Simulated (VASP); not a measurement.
# KBr (R-3m) in VASP: a series of runs

KBr is run at these levels: PBEsol; tasks: single point.

Everything below comes from runs of VASP 6.6.1. Logs are shortened: lines on timing, memory, paths and dates and some standing lists are left out, and cuts for length are marked.

**1. The cell of the first run**

It takes space group R-3m (No. 166, trigonal). Conventional cell: a = 7.205 Å, b = 7.205 Å, c = 4.412 Å, α = 90.00°, β = 90.00°, γ = 120.00°. Within 2.9 Å of K (site symmetry -3m) lie 2 Br at 2.21 Å. Br (site symmetry -3m) has 2 K at 2.21 Å within 2.9 Å.

**2. Single point, PBEsol**

INCAR reads:

```
PREC = Accurate ; ENCUT = 520
EDIFF = 1E-6 ; ISMEAR = 0
SIGMA = 0.05 ; LREAL = F
LASPH = T ; NELM = 80
ALGO = Normal ; ISIF = 2
LWAVE = F ; LCHARG = F
GGA = PS ; NBANDS = 15
```

KPOINTS reads:

```
regular mesh
0
Gamma
  6 6 6
```

POSCAR reads:

```
KBr
1.0
    4.2454079211     -0.8490815842     -0.8490815842
   -0.8490815842      4.2454079211     -0.8490815842
   -0.8490815842     -0.8490815842      4.2454079211
K Br
1 1
Direct
    0.0000000000      0.0000000000      0.0000000000
    0.5000000000      0.5000000000      0.5000000000
```

Potentials or basis: VASP PAW PBE potentials, release 64 (K_sv, Br).

Run with:

```
> cat potpaw_PBE.64/K_sv/POTCAR potpaw_PBE.64/Br/POTCAR > POTCAR
> mpirun -np 1 vasp_std > vasp.out
```

OUTCAR:

```text
PREC = Accurate
   ENCUT = 520
   EDIFF = 1E-6
   ISMEAR = 0
   LREAL = F
   LASPH = T
   NELM = 80
   ISIF = 2
   GGA = PS

 ion  position               nearest neighbor table
   1  0.000  0.000  0.000-   2 2.21   2 2.21
   2  0.500  0.500  0.500-   1 2.21   1 2.21

  LATTYP: Found a body centered cubic cell.
 ALAT       =     5.0944895053

  Lattice vectors:

 A1 = (   4.2454079211,  -0.8490815842,  -0.8490815842)
 A2 = (  -0.8490815842,   4.2454079211,  -0.8490815842)
 A3 = (  -0.8490815842,  -0.8490815842,   4.2454079211)

Analysis of symmetry for initial positions (statically):
=====================================================================
 Subroutine PRICEL returns:
 Original cell was already a primitive cell.

 Routine SETGRP: Setting up the symmetry group for a
 body centered cubic supercell.

 Subroutine GETGRP returns: Found 12 space group operations
 (whereof 12 operations were pure point group operations)
 out of a pool of 48 trial point group operations.

The static configuration has the point symmetry D_3d.

Analysis of symmetry for dynamics (positions and initial velocities):
=====================================================================
 Subroutine PRICEL returns:
 Original cell was already a primitive cell.

 Routine SETGRP: Setting up the symmetry group for a
 body centered cubic supercell.

 Subroutine GETGRP returns: Found 12 space group operations
 (whereof 12 operations were pure point group operations)
 out of a pool of 48 trial point group operations.

The dynamic configuration has the point symmetry D_3d.

 Subroutine INISYM returns: Found 12 space group operations
 (whereof 12 operations are pure point group operations),
 and found     1 'primitive' translations

----------------------------------------------------------------------------------------

                                     Primitive cell

  volume of cell :      66.1107

  direct lattice vectors                    reciprocal lattice vectors
     4.245407921 -0.849081584 -0.849081584     0.261720695  0.065430174  0.065430174
    -0.849081584  4.245407921 -0.849081584     0.065430174  0.261720695  0.065430174
    -0.849081584 -0.849081584  4.245407921     0.065430174  0.065430174  0.261720695

  length of vectors
     4.411957331  4.411957331  4.411957331     0.277596717  0.277596717  0.277596717

  position of ions in fractional coordinates (direct lattice)
     0.000000000  0.000000000  0.000000000
     0.500000000  0.500000000  0.500000000

  ion indices of the primitive-cell ions
   primitive index   ion index
                 1           1
                 2           2

----------------------------------------------------------------------------------------

 KPOINTS: regular mesh

Automatic generation of k-mesh.
 Grid dimensions read from file:
 generate k-points for:    6    6    6

 Generating k-lattice:

  Cartesian coordinates                     Fractional coordinates (reciprocal lattice)
     0.043620116  0.010905029  0.010905029     0.166666667  0.000000000  0.000000000
     0.010905029  0.043620116  0.010905029     0.000000000  0.166666667  0.000000000
     0.010905029  0.010905029  0.043620116     0.000000000  0.000000000  0.166666667

  Length of vectors
     0.046266120  0.046266120  0.046266120

  Shift w.r.t. Gamma in fractional coordinates (k-lattice)
     0.000000000  0.000000000  0.000000000

 Subroutine IBZKPT returns following result:
 ===========================================

 Found     32 irreducible k-points:

 Following reciprocal coordinates:
            Coordinates               Weight
  0.000000  0.000000  0.000000      1.000000
  0.166667 -0.000000 -0.000000      6.000000
  0.166667  0.000000 -0.166667      6.000000
  0.333333 -0.000000 -0.000000      6.000000
  0.333333  0.000000 -0.333333      6.000000
  0.500000 -0.000000 -0.000000      3.000000
[... 16 lines left out ...]
  0.166667 -0.166667  0.333333     12.000000
  0.500000  0.500000  0.166667      6.000000
 [... further k-points ...]
   k-points           NKPTS =     32   k-points in BZ     NKDIM =     32   number of bands    NBANDS=     15
   number of dos      NEDOS =    301   number of ions     NIONS =      2
   total plane-waves  NPLWV =  46656
   dimension x,y,z NGX =    36 NGY =   36 NGZ =   36
   dimension x,y,z NGXF=    72 NGYF=   72 NGZF=   72
   ions per type =               1   1
   NGX,Y,Z   is equivalent  to a cutoff of  13.57, 13.57, 13.57 a.u.
   NGXF,Y,Z  is equivalent  to a cutoff of  27.13, 27.13, 27.13 a.u.
 SYSTEM =  unknown system
   PREC   = accura    normal or accurate (medium, high low for compatibility)
   ISTART =      0    job   : 0-new  1-cont  2-samecut
   ICHARG =      2    charge: 1-file 2-atom 10-const
   ISPIN  =      1    spin polarized calculation?
   LNONCOLLINEAR =      F non collinear calculations
   LSORBIT =      F    spin-orbit coupling
   LASPH  =      T    aspherical Exc in radial PAW
   ENCUT  =  520.0 eV  38.22 Ry    6.18 a.u.   8.20  8.20  8.20*2*pi/ulx,y,z
   NELM   =     80;   NELMIN=  2; NELMDL= -5     # of ELM steps
   EDIFF  = 0.1E-05   stopping-criterion for ELM
   LREAL  =      F    real-space projection
   EDIFFG = 0.1E-04   stopping-criterion for IOM
   NSW    =      0    number of steps for IOM
   IBRION =     -1    ionic relax: 0-MD 1-quasi-New 2-CG
   NFREE  =      0    steps in history (QN), initial steepest desc. (CG)
   ISIF   =      2    stress and relaxation
   ISYM   =      2    0-nonsym 1-usesym 2-fastsym
   POTIM  = 0.5000    time-step for ionic-motion
   TEBEG  =    0.0;   TEEND  =   0.0 temperature during run
   PSTRESS=    0.0 pullay stress
   NELECT =      16.0000    total number of electrons
   NUPDOWN=      -1.0000    fix difference up-down
   EMIN   =  10.00;   EMAX   =-10.00  energy-range for DOS
   EFERMI =   0.00;   METHOD = LEGACY
   ISMEAR =     0;   SIGMA  =   0.05  broadening in eV -4-tet -1-fermi 0-gaus
   EFERMI_NEDOS =   21; number of points for ismear=-14 and -15
   IALGO  =     38    algorithm
   IMIX   =      4    mixing-type and parameters
     AMIX     =   0.40;   BMIX     =  1.00
     AMIX_MAG =   1.60;   BMIX_MAG =  1.00
  volume/ion in A,a.u.               =      33.06       223.07
  Fermi-wavevector in a.u.,A,eV,Ry     =   1.020213  1.927923 14.161412  1.040834
  Thomas-Fermi vector in A             =   2.153770
   LORBIT       =      0    0 simple, 1 ext, 2 COOP (PROOUT), +10 PAW based schemes
   GGA     = PS    functional components
   LHFCALC =     F    Hartree Fock is set to
   AEXX    =    0.0000 exact exchange contribution
   IVDW    =     0    specifies the selected vdW correction
   LEPSILON=     F    determine dielectric tensor
   LRPA    =     F    only Hartree local field effects (RPA)
 non-spin polarized calculation
 Gauss-broadening in eV      SIGMA  =   0.05
  energy-cutoff  :      520.00
  volume of cell :       66.11
 maximum number of plane-waves:      1830
 NGX is ok and might be reduce to    36

 number of electron      15.9999999 magnetization

 Free energy of the ion-electron system (eV)
  ---------------------------------------------------
  ext. energy  EPLUGINS =         0.00000000
  ---------------------------------------------------
  free energy    TOTEN  =        -0.81561946 eV

  energy without entropy =       -0.81515082  energy(sigma->0) =       -0.81538514

 E-fermi :   2.1792     XC(G=0):  -7.4648

 val. band max:        2.1732848380   @ k =   0.0000   0.0000   0.0000
 cond. band min:       2.4059494980   @ k =   0.1667  -0.0000  -0.0000
 fundamental gap:      0.2326646600
 Fermi energy:         2.1792324212

 k-point     1 :       0.0000    0.0000    0.0000
  band No.  band energies     occupation
      1     -28.5845      2.00000
      2     -13.8904      2.00000
      3     -13.8163      2.00000
      4     -12.0621      2.00000
      5     -12.0621      2.00000
      6      -1.3854      2.00000
      7      -1.3854      2.00000
      8       1.9304      2.00000
      9       2.1733      1.13359
     10       5.7504      0.00000
     11       5.7504      0.00000
     12       6.8998      0.00000
     13       6.8998      0.00000
     14      10.9074      0.00000
     15      11.7764      0.00000

 k-point     2 :       0.1667   -0.0000   -0.0000
  band No.  band energies     occupation
      1     -28.5722      2.00000
      2     -15.2613      2.00000
      3     -12.0998      2.00000
      4     -12.0509      2.00000
      5     -12.0377      2.00000
      6      -1.8006      2.00000
      7      -1.5814      2.00000
      8       0.9753      2.00000
      9       2.4059      0.00000
     10       6.3047      0.00000
     11       6.3787      0.00000
     12       6.7819      0.00000
     13       7.2932      0.00000
     14      10.5930      0.00000
     15      11.0032      0.00000

 k-point     3 :       0.1667    0.0000   -0.1667
  band No.  band energies     occupation
      1     -28.5819      2.00000
      2     -13.8724      2.00000
      3     -13.8201      2.00000
      4     -12.0962      2.00000
      5     -12.0703      2.00000
      6      -1.7355      2.00000
      7      -1.4361      2.00000
      8       2.1323      1.81585
      9       2.7158      0.00000
     10       5.7890      0.00000
     11       6.0133      0.00000
     12       6.2437      0.00000
     13       7.3912      0.00000
     14      11.3280      0.00000
     15      11.6696      0.00000
[... 343 lines left out ...]
 k-point    23 :       0.1667   -0.1667    0.3333
  band No.  band energies     occupation
      1     -28.5456      2.00000
      2     -16.1464      2.00000
      3     -12.0850      2.00000
      4     -12.0515      2.00000
      5     -10.2149      2.00000
      6      -2.4780      2.00000
      7      -2.1447      2.00000
      8      -1.2041      2.00000
      9       4.0447      0.00000
     10       6.2222      0.00000
     11       6.9707      0.00000
     12       7.6568      0.00000
     13       8.5244      0.00000
     14       9.2455      0.00000
     15      10.9440      0.00000

 k-point    24 :       0.5000    0.5000    0.1667
  band No.  band energies     occupation
      1     -28.5628      2.00000
      2     -15.2211      2.00000
      3     -12.1843      2.00000
      4     -12.0996      2.00000
      5     -12.0402      2.00000
      6      -2.4703      2.00000
      7      -1.9412      2.00000
      8       0.8936      2.00000
      9       4.3186      0.00000
     10       6.2939      0.00000
     11       6.4219      0.00000
     12       7.8909      0.00000
     13       9.1278      0.00000
     14       9.6641      0.00000
     15      10.5272      0.00000

 [... further k-points ...]
[... 5 lines left out ...]
  --------------------------------------------------------------------------------------
  -------------------------------------------------------------------------------------
  Total       14.7791133     14.7791133     14.7791133     15.2102431     15.2102431     15.2102431
  in kB      358.1681303    358.1681303    358.1681303    368.6164538    368.6164538    368.6164538
  external PRESSURE =     358.1681303 kB  Pullay stress =       0.0000000 kB

 VOLUME and BASIS-vectors are now :
 -----------------------------------------------------------------------------
  energy-cutoff  :      520.00
  volume of cell :       66.11
      direct lattice vectors                 reciprocal lattice vectors
     4.245407921 -0.849081584 -0.849081584     0.261720695  0.065430174  0.065430174
    -0.849081584  4.245407921 -0.849081584     0.065430174  0.261720695  0.065430174
    -0.849081584 -0.849081584  4.245407921     0.065430174  0.065430174  0.261720695

 POSITION                                       TOTAL-FORCE (eV/Angst)
 -----------------------------------------------------------------------------------
      0.00000      0.00000      0.00000         0.000000     -0.000000      0.000000
      1.27362      1.27362      1.27362        -0.000000      0.000000     -0.000000
 -----------------------------------------------------------------------------------
    total drift:                               -0.000000      0.000000      0.000000

  FREE ENERGIE OF THE ION-ELECTRON SYSTEM (eV)
  ---------------------------------------------------
  free  energy   TOTEN  =        -0.8156194625 eV

  energy  without entropy=       -0.8151508239  energy(sigma->0) =       -0.81538514
```

Wall time 52 s (1 thread of Intel Xeon 8259CL, shared host); peak memory 0.21 GiB.

Results:

```yaml
Free_energy: -0.8156 eV
Pressure: 35.8 GPa
```

Levels at points of the mesh, in eV from the Fermi level:
```csv
k point,band 4,band 5,band 6,band 7,band 8,band 9,band 10,band 11,band 12,band 13
"(0.00, 0.00, 0.00)",-14.24,-14.24,-3.56,-3.56,-0.25,-0.01,3.57,3.57,4.72,4.72
"(0.50, 0.00, 0.00)",-14.20,-11.42,-5.01,-4.44,-4.26,2.94,3.08,4.87,5.19,7.12
"(0.50, 0.00, 0.50)",-14.39,-14.27,-4.53,-3.75,-0.14,1.70,3.64,4.61,5.01,7.13
"(0.50, 0.50, 0.50)",-14.28,-11.41,-4.99,-4.99,-4.55,3.71,3.71,5.53,5.53,6.70
```

Caveat: the cell stands under pressure; the PAW data sets were made with another functional, which shifts forces and pressure a little.

**3. Single point, PBEsol**

This run uses another cell than the first one, of the same volume but with other edges.

INCAR reads:

```
SYSTEM = KBr
PREC     = Accurate       ! precision mode
ENCUT    = 520            ! plane-wave cutoff, eV
EDIFF    = 1E-6           ! SCF threshold, eV
ISMEAR   = 0              ! smearing method
SIGMA    = 0.05           ! smearing width, eV
LREAL    = .False.        ! projectors in reciprocal space
LASPH    = .True.         ! aspherical terms in the spheres
NELM     = 80             ! most SCF steps
ALGO     = Normal         ! electronic algorithm
ISIF     = 2              ! what is computed and relaxed
LWAVE    = .False.        ! write WAVECAR
LCHARG   = .False.        ! write CHGCAR
GGA      = PS             ! functional
NBANDS   = 15             ! bands
```

KPOINTS reads:

```
regular mesh
0
Gamma
  6 6 6
  0 0 0
```

POSCAR reads:

```
KBr
1.0
    4.0943590659     -0.4381417451     -0.4381417451
   -0.4381417451      4.0943590659     -0.4381417451
   -0.4381417451     -0.4381417451      4.0943590659
K Br
1 1
Direct
    0.0000000000      0.0000000000      0.0000000000
    0.5000000000      0.5000000000      0.5000000000
```

Potentials or basis: VASP PAW PBE potentials, release 64 (K_sv, Br).

Run with:

```
> cat potpaw_PBE.64/K_sv/POTCAR potpaw_PBE.64/Br/POTCAR > POTCAR
> mpirun -np 1 vasp_std > vasp.out
```

Wall time 37 s (1 thread of Intel Xeon 8259CL, shared host); peak memory 0.19 GiB.

The run converged. Its results:

```yaml
Free_energy: -5.9000 eV
Pressure: 3.8 GPa
Band_gap_on_the_k_mesh: 3.71 eV (least direct gap 3.79 eV)
```

Stress tensor (GPa, compression positive):
```
3.82 5.18 5.18
5.18 3.82 5.18
5.18 5.18 3.82
```

Levels at points of the mesh, in eV from the valence-band top:
```csv
k point,band 4,band 5,band 6,band 7,band 8,band 9,band 10,band 11,band 12,band 13
"(0.00, 0.00, 0.00)",-11.59,-11.59,-0.16,-0.16,-0.08,3.71,6.19,6.19,9.20,9.20
"(0.50, 0.00, 0.00)",-11.58,-10.90,-1.87,-0.72,-0.16,6.21,7.14,7.84,8.63,9.30
"(0.50, 0.50, 0.00)",-11.75,-11.60,-1.45,-0.78,0.00,5.39,6.36,8.22,9.25,9.37
"(0.50, 0.50, 0.50)",-11.72,-10.98,-1.42,-1.42,-1.42,6.75,6.75,8.98,8.98,10.73
```

Caveat: the cell stands under pressure; the PAW data sets were made with another functional, which shifts forces and pressure a little.

**4. Single point, PBEsol**

This run uses another cell than the first one, of the same volume but with other edges.

INCAR reads:

```
ALGO = Normal
EDIFF = 1E-6
ENCUT = 520
GGA = PS
ISIF = 2
ISMEAR = 0
LASPH = True
LCHARG = False
LREAL = False
LWAVE = False
NBANDS = 15
NELM = 100
PREC = Accurate
SIGMA = 0.05
```

KPOINTS reads:

```
k-points
0
Gamma
  6 6 6
```

POSCAR reads:

```
KBr
1.0
    4.0987436807      0.4928108238      0.4928108238
    0.4928108238      4.0987436807      0.4928108238
    0.4928108238      0.4928108238      4.0987436807
K Br
1 1
Direct
    0.0000000000      0.0000000000      0.0000000000
    0.5000000000      0.5000000000      0.5000000000
```

Run with:

```
> cat potpaw_PBE.64/K_sv/POTCAR potpaw_PBE.64/Br/POTCAR > POTCAR
> mpirun -np 1 vasp_std > vasp.out
```

Wall time 34 s (1 thread of Intel Xeon 8259CL, shared host); peak memory 0.19 GiB.

Results (log left out):

```yaml
Free_energy: -6.3692 eV
Pressure: 0.1 GPa
Band_gap_on_the_k_mesh: 3.92 eV
```

Stress tensor (GPa, compression positive):
```
0.14 0.30 0.30
0.30 0.14 0.30
0.30 0.30 0.14
```

Levels at points of the mesh, in eV from the valence-band top:
```csv
k point,band 6,band 7,band 8,band 9,band 10,band 11
"(0.00, 0.00, 0.00)",-0.39,-0.39,0.00,3.92,6.21,6.21
"(0.50, 0.00, 0.00)",-1.85,-0.63,-0.20,6.29,7.43,7.94
"(0.50, 0.50, 0.00)",-1.38,-1.05,-0.20,5.27,6.60,8.50
"(0.50, 0.50, 0.50)",-1.60,-1.22,-1.22,6.29,8.48,8.59
```

Caveat: the PAW data sets were made with another functional, which shifts forces and pressure a little.

**5. Single point, PBEsol**

This run uses another cell than the first one, of the same volume but with other edges.

INCAR reads:

```
PREC = Accurate ; ENCUT = 520
EDIFF = 1E-6 ; ISMEAR = 0
SIGMA = 0.05 ; LREAL = False
LASPH = True ; NELM = 80
ALGO = Normal ; ISIF = 2
LWAVE = False ; LCHARG = False
GGA = PS ; NBANDS = 15
```

KPOINTS reads:

```
Automatic mesh
0
Gamma
  6 6 6
```

POSCAR reads:

```
KBr
1.0
    4.1548850835     -0.6392130898     -0.6392130898
   -0.6392130898      4.1548850835     -0.6392130898
   -0.6392130898     -0.6392130898      4.1548850835
K Br
1 1
Direct
    0.0000000000      0.0000000000      0.0000000000
    0.5000000000      0.5000000000      0.5000000000
```

Run with:

```
> cat potpaw_PBE.64/K_sv/POTCAR potpaw_PBE.64/Br/POTCAR > POTCAR
> mpirun -np 1 vasp_std > vasp.out
```

Wall time 37 s (1 thread of Intel Xeon 8259CL, shared host); peak memory 0.19 GiB.

It converged, with:

| Item | Value |
| --- | --- |
| Free energy | -4.5757 eV |
| Pressure | 13.9 GPa |
| Band gap on the k mesh | 2.60 eV |

Stress tensor (GPa, compression positive):
```
13.93 15.19 15.19
15.19 13.93 15.19
15.19 15.19 13.93
```

Levels at points of the mesh, in eV from the valence-band top:
| k point | band 5 | band 6 | band 7 | band 8 | band 9 | band 10 | band 11 | band 12 |
| --- | --- | --- | --- | --- | --- | --- | --- | --- |
| (0.00, 0.00, 0.00) | -12.13 | -1.10 | -1.10 | 0.00 | 2.60 | 5.67 | 5.67 | 7.79 |
| (0.50, 0.00, 0.00) | -10.73 | -2.68 | -1.87 | -1.32 | 5.28 | 5.91 | 7.24 | 7.64 |
| (0.50, 0.50, 0.00) | -12.16 | -2.28 | -1.37 | -0.15 | 4.45 | 5.71 | 7.32 | 8.07 |
| (0.50, 0.50, 0.50) | -10.75 | -2.36 | -2.36 | -2.34 | 5.91 | 5.91 | 8.09 | 8.09 |

Caveat: the cell stands under pressure; the PAW data sets were made with another functional, which shifts forces and pressure a little.

**6. Summary**

```tsv
cell	gap on the mesh (eV)	pressure (GPa)
a = 4.412 Å, angles 109.5°, 2 atoms	-	35.8
a = 4.141 Å, angles 101.4°, 2 atoms	3.71	3.8
a = 4.158 Å, angles 75.7°, 2 atoms	3.92	0.1
a = 4.252 Å, angles 105.7°, 2 atoms	2.60	13.9
```

Alike in all rows: task single point; level PBEsol; potentials or basis VASP PAW PBE potentials, release 64 (K_sv, Br); no spin polarisation; k mesh 6 × 6 × 6; cutoff (eV) 520; smearing gaussian 0.05 eV.

Caveats: the PAW data sets were made with another functional, which shifts forces and pressure a little; the cell stands under pressure (at least some runs).

Total energies depend on the potentials used, so only differences within one code and one set of settings carry meaning.
